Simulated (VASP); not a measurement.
# LiPb in VASP: further runs, part 2 of 2

VASP 6.6.1.

## (3) Relaxation of cell and atoms, LDA

This run uses another cell than the first one, of 20.79 Å³/atom, 1.019 times its volume.

The input, INCAR:

```
PREC = Accurate
ENCUT = 600
EDIFF = 1E-6
ISMEAR = -1
SIGMA = 0.15
LREAL = False
LASPH = True
NELM = 80
ALGO = Fast
ISIF = 3
LWAVE = False
LCHARG = False
GGA = CA
IBRION = 2
NSW = 80
EDIFFG = -0.001
```

The input, KPOINTS:

```
regular mesh
0
Gamma
  12 12 12
```

The input, POSCAR:

```
LiPb
1.0
    2.4495665345      1.4142578981      2.0002714103
   -2.4495665345      1.4142578981      2.0002714103
    0.0000000000     -2.8285157962      2.0002714102
Li Pb
1 1
Direct
    0.5000000000      0.5000000000      0.5000000000
    0.0000000000      0.0000000000      0.0000000000
```

Potentials or basis: VASP PAW LDA potentials, release 64 (Li_sv, Pb_d).

On the command line:

```
> cat potpaw_LDA.64/Li_sv/POTCAR potpaw_LDA.64/Pb_d/POTCAR > POTCAR
> mpirun -np 1 vasp_std > vasp.out
```

OUTCAR:

```text
PREC = Accurate
   ENCUT = 600
   EDIFF = 1E-6
   ISMEAR = -1
   LREAL = False
   LASPH = True
   NELM = 80
   ISIF = 3
   GGA = CA
   IBRION = 2
   NSW = 80
   EDIFFG = -0.001

 ion  position               nearest neighbor table
   1  0.500  0.500  0.500-   2 3.00   2 3.00   2 3.00   2 3.00   2 3.00   2 3.00   2 3.00   2 3.00

   2  0.000  0.000  0.000-   1 3.00   1 3.00   1 3.00   1 3.00   1 3.00   1 3.00   1 3.00   1 3.00

  LATTYP: Found a trigonal (rhomboedric) cell.
 ALAT       =     3.4643307181
 COS(alpha) =     0.0000695667

  Lattice vectors:

 A1 = (   2.4495665345,   1.4142578981,   2.0002714103)
 A2 = (  -2.4495665345,   1.4142578981,   2.0002714103)
 A3 = (   0.0000000000,  -2.8285157962,   2.0002714102)

Analysis of symmetry for initial positions (statically):
=====================================================================
 Subroutine PRICEL returns:
 Original cell was already a primitive cell.

 Routine SETGRP: Setting up the symmetry group for a
 trigonal (rhombohedral) supercell.

 Subroutine GETGRP returns: Found 12 space group operations
 (whereof 12 operations were pure point group operations)
 out of a pool of 12 trial point group operations.

The static configuration has the point symmetry D_3d.

Analysis of symmetry for dynamics (positions and initial velocities):
=====================================================================
 Subroutine PRICEL returns:
 Original cell was already a primitive cell.

 Routine SETGRP: Setting up the symmetry group for a
 trigonal (rhombohedral) supercell.

 Subroutine GETGRP returns: Found 12 space group operations
 (whereof 12 operations were pure point group operations)
 out of a pool of 12 trial point group operations.

The dynamic configuration has the point symmetry D_3d.

 Subroutine INISYM returns: Found 12 space group operations
 (whereof 12 operations are pure point group operations),
 and found     1 'primitive' translations

[... 131 lines left out ...]
   NGX = 13   NGY = 13   NGZ = 13

--------------------------------------- Ionic step        1  -------------------------------------------

 number of electron      17.0000003 magnetization

 Free energy of the ion-electron system (eV)
  ---------------------------------------------------
  ext. energy  EPLUGINS =         0.00000000
  ---------------------------------------------------
  free energy    TOTEN  =        -6.97821706 eV

  energy without entropy =       -6.92327543  energy(sigma->0) =       -6.95074625

------------------------ aborting loop because EDIFF is reached ----------------------------------------

  FORCE on cell =-STRESS in cart. coord.  units (eV):
  Direction    XX          YY          ZZ          XY          YZ          ZX
  --------------------------------------------------------------------------------------
  -------------------------------------------------------------------------------------
  Total        0.0151329      0.0151329      0.0141691      0.0000000      0.0000000      0.0000000
  in kB        0.5831419      0.5831419      0.5460034      0.0000000      0.0000000      0.0000000
  external PRESSURE =       0.5707624 kB  Pullay stress =       0.0000000 kB
[... 203 lines left out ...]
--------------------------------------- Ionic step        7  -------------------------------------------

 number of electron      17.0000004 magnetization

 Free energy of the ion-electron system (eV)
  ---------------------------------------------------
  ext. energy  EPLUGINS =         0.00000000
  ---------------------------------------------------
  free energy    TOTEN  =        -6.97823271 eV

  energy without entropy =       -6.92323702  energy(sigma->0) =       -6.95073486

 E-fermi :   5.9675     XC(G=0):  -9.9582

 val. band max:        5.9341719078   @ k =   0.1667  -0.0000  -0.0000
 cond. band min:       5.9844466766   @ k =   0.5000   0.2500  -0.0000
 fundamental gap:      0.0502747687
 Fermi energy:         5.9674835913

 k-point     1 :       0.0000    0.0000    0.0000
  band No.  band energies     occupation
      1     -39.7484      2.00000
      2     -10.9787      2.00000
      3     -10.9787      2.00000
      4     -10.6778      2.00000
      5     -10.6778      2.00000
      6     -10.6777      2.00000
      7      -4.8954      2.00000
      8       8.2360      0.00000
      9       8.2360      0.00000
     10       8.2366      0.00000
     11      12.0301      0.00000
     12      12.6494      0.00000
[... 331 lines left out ...]
 k-point    24 :      -0.4167    0.1667    0.0000
  band No.  band energies     occupation
      1     -39.7464      2.00000
      2     -10.9173      2.00000
      3     -10.7972      2.00000
      4     -10.7630      2.00000
      5     -10.7059      2.00000
      6     -10.6927      2.00000
      7      -3.1245      2.00000
      8       2.3799      2.00000
      9       7.5119      0.00007
     10      10.7942      0.00000
     11      11.4299      0.00000
     12      13.8070      0.00000

 [... further k-points ...]
[... 5 lines left out ...]
  --------------------------------------------------------------------------------------
  -------------------------------------------------------------------------------------
  Total       -0.0012475     -0.0012475     -0.0018373      0.0000000     -0.0000000      0.0000000
  in kB       -0.0479901     -0.0479901     -0.0706765      0.0000000     -0.0000000      0.0000000
  external PRESSURE =      -0.0555522 kB  Pullay stress =       0.0000000 kB
[... 17 lines left out ...]
  FREE ENERGIE OF THE ION-ELECTRON SYSTEM (eV)
  ---------------------------------------------------
  free  energy   TOTEN  =        -6.9782327105 eV

  energy  without entropy=       -6.9232370172  energy(sigma->0) =       -6.95073486

 reached required accuracy - stopping structural energy minimisation
```

OSZICAR:

```text
N       E                     dE             d eps       ncg     rms          rms(c)
DAV:   1     0.135846713961E+03    0.13585E+03   -0.89135E+03  4536   0.170E+03
DAV:   2     0.261713469874E+01   -0.13323E+03   -0.13046E+03  4616   0.384E+02
DAV:   3    -0.674310445634E+01   -0.93602E+01   -0.92197E+01  8612   0.988E+01
[... 45 lines left out ...]
RMM:   2    -0.697823238220E+01    0.27799E-06   -0.10889E-06  2536   0.186E-02
   6 F= -.69782324E+01 E0= -.69507317E+01  d E =-.153189E-04
       N       E                     dE             d eps       ncg     rms          rms(c)
DAV:   1    -0.697823908787E+01   -0.64277E-05   -0.17836E-04  5692   0.279E-01    0.130E-02
RMM:   2    -0.697823345028E+01    0.56376E-05   -0.11260E-05  4578   0.633E-02    0.488E-03
RMM:   3    -0.697823271046E+01    0.73982E-06   -0.43498E-06  4179   0.332E-02
   7 F= -.69782327E+01 E0= -.69507349E+01  d E =-.156471E-04
```

It took 7.2 min on 1 thread of Oxide Virtual Turin-like, shared host; peak memory 0.2 GiB.

Results:

- Free energy: -6.9782 eV
- Relaxed volume: 20.82 Å³/atom
- Relaxed cell: a = 3.466 Å, b = 3.466 Å, c = 3.466 Å, α = 90.00°, β = 90.00°, γ = 90.00°
- Space group after relaxing (to 0.05 Å): Pm-3m (No. 221)
- Energy gained by relaxing: 0.0 meV/atom
- Ionic steps: 7
- Pressure after relaxing: 0.0 GPa

Final structure:
```cif
data_structure
_symmetry_space_group_name_H-M 'P 1'
_symmetry_Int_Tables_number 1
_cell_length_a 3.4663
_cell_length_b 3.4663
_cell_length_c 3.4663
_cell_angle_alpha 89.997
_cell_angle_beta 89.997
_cell_angle_gamma 89.997
_cell_volume 41.65
loop_
_atom_site_label
_atom_site_type_symbol
_atom_site_fract_x
_atom_site_fract_y
_atom_site_fract_z
_atom_site_occupancy
Li1 Li 0.50000 0.50000 0.50000 1
Pb1 Pb 0.00000 0.00000 0.00000 1
```

Caveat: the cutoff is under 1.25 times the usual one of these potentials, so pressure, stress and relaxed cells hold a basis-set (Pulay) error; spin-orbit coupling is left out, which moves the levels of the heavy elements.

## (4) Relaxation of shape and atoms at fixed volume, LDA (volume scaled by 1.02)

The input, INCAR:

```
ALGO     = Fast           # electronic algorithm
EDIFF    = 1E-7           # SCF threshold, eV
EDIFFG   = -0.001         # ionic threshold
ENCUT    = 600            # plane-wave cutoff, eV
GGA      = CA             # functional
IBRION   = 2              # ionic algorithm
ISIF     = 4              # what is computed and relaxed
ISMEAR   = -1             # smearing method
LASPH    = T              # aspherical terms in the spheres
LCHARG   = F              # write CHGCAR
LREAL    = F              # projectors in reciprocal space
LWAVE    = F              # write WAVECAR
NELM     = 100            # most SCF steps
NSW      = 80             # ionic steps
PREC     = Accurate       # precision mode
SIGMA    = 0.15           # smearing width, eV
```

The input, KPOINTS:

```
k-points
0
Gamma
  12 12 12
```

The input, POSCAR:

```
LiPb
1.0
    2.4668449479      1.4242335947      2.0142469998
   -2.4668449479      1.4242335947      2.0142469998
    0.0000000000     -2.8484671895      2.0142469998
Li Pb
1 1
Direct
    0.5000000000      0.5000000000      0.5000000000
    0.0000000000      0.0000000000      0.0000000000
```

On the command line:

```
> cat potpaw_LDA.64/Li_sv/POTCAR potpaw_LDA.64/Pb_d/POTCAR > POTCAR
> mpirun -np 1 vasp_std > vasp.out
```

It took 3.2 min on 1 thread of Oxide Virtual Turin-like, shared host; peak memory 0.21 GiB.

The run converged. Its results:

```yaml
Free_energy: -6.9768 eV
Pressure_after_relaxing: -0.7 GPa
```

Final structure:
```yaml
crystal:
  lattice:
    - [2.46684, 1.42423, 2.01425]
    - [-2.46684, 1.42423, 2.01425]
    - [0.00000, -2.84847, 2.01425]
  atoms:
    - { symbol: Li, position: [0.50000, 0.50000, 0.50000] }
    - { symbol: Pb, position: [0.00000, 0.00000, 0.00000] }
```

Levels at points of the mesh, in eV from the Fermi level:
```csv
k point,band 6,band 7,band 8,band 9,band 10,band 11,band 12
"(0.00, 0.00, 0.00)",-16.63,-10.75,2.25,2.25,2.25,5.87,6.63
"(0.50, 0.00, 0.00)",-16.62,-9.16,-4.13,4.71,4.71,6.18,7.36
"(0.50, 0.50, 0.00)",-16.49,-7.35,-2.93,-2.93,2.38,6.67,8.41
"(0.50, 0.50, 0.50)",-16.49,-5.67,-0.67,-0.67,-0.67,2.51,2.51
```

Caveat: the cell differs from its parent crystal (volume scaled by 1.02); the cutoff is under 1.25 times the usual one of these potentials, so pressure, stress and relaxed cells hold a basis-set (Pulay) error; the relaxation stopped at its first step, so nothing moved; spin-orbit coupling is left out, which moves the levels of the heavy elements.

## (5) The runs side by side

```tsv
task	cell	gap on the mesh (eV)	pressure (GPa)
relaxation of shape and atoms at fixed volume	relaxed from a = 3.442 Å, 2 atoms	none	0.8
relaxation of cell and atoms	relaxed from a = 3.464 Å, 2 atoms	none	0.0
relaxation of shape and atoms at fixed volume	relaxed from a = 3.489 Å, 2 atoms	none	-0.7
```

Alike in all rows: level LDA; potentials or basis VASP PAW LDA potentials, release 64 (Li_sv, Pb_d); no spin polarisation; k mesh 12 × 12 × 12; cutoff (eV) 600; smearing fermi-dirac 0.15 eV.

Caveats: the cutoff is under 1.25 times the usual one of these potentials, so pressure, stress and relaxed cells hold a basis-set (Pulay) error; spin-orbit coupling is left out, which moves the levels of the heavy elements; the relaxation stopped at its first step, so nothing moved (some runs).

Total energies depend on the potentials used, so only differences within one code and one set of settings carry meaning.
